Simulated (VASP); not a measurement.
Runs of VASP 6.6.1 on Ti. The structure is that of space group Fm-3m (No. 225), or close to it. The cells are those of the table. 

```csv
task,level,cell,cutoff (eV),gap on the mesh (eV),pressure (GPa),relaxed volume (Å³/atom)
relaxation of cell and atoms,PBEsol,"relaxed from a = 2.871 Å, angles 60.0°, 1 atom",600,none,0.1,16.63
relaxation of cell and atoms,r2SCAN,"relaxed from a = 2.871 Å, angles 60.0°, 1 atom",600,none,0.0,(a)
single point,PBEsol,"a = 2.868 Å, angles 60.0°, 1 atom",520,none,-0.2,-
relaxation of cell and atoms,PBEsol+D3(BJ),"relaxed from a = 2.871 Å, angles 60.0°, 1 atom",600,none,0.0,15.77
single point,PBEsol+D3(BJ),"a = 2.818 Å, angles 60.0°, 1 atom",520,none,(b),-
single point,r2SCAN,"a = 2.905 Å, angles 60.0°, 1 atom",520,none,0.4,-
```

Alike in all rows: potentials or basis VASP PAW PBE potentials, release 64 (Ti_sv); no spin polarisation; k mesh 13 × 13 × 13; smearing gaussian 0.1 eV.

Q: Fill in the values left out.

A: (a) 17.41; (b) -0.4.

Caveats: the PAW data sets were made with another functional, which shifts forces and pressure a little; pairwise dispersion overbinds metals, which lowers pressure and volume (some runs).

A gap of «none» marks levels without a gap at the run's occupations.
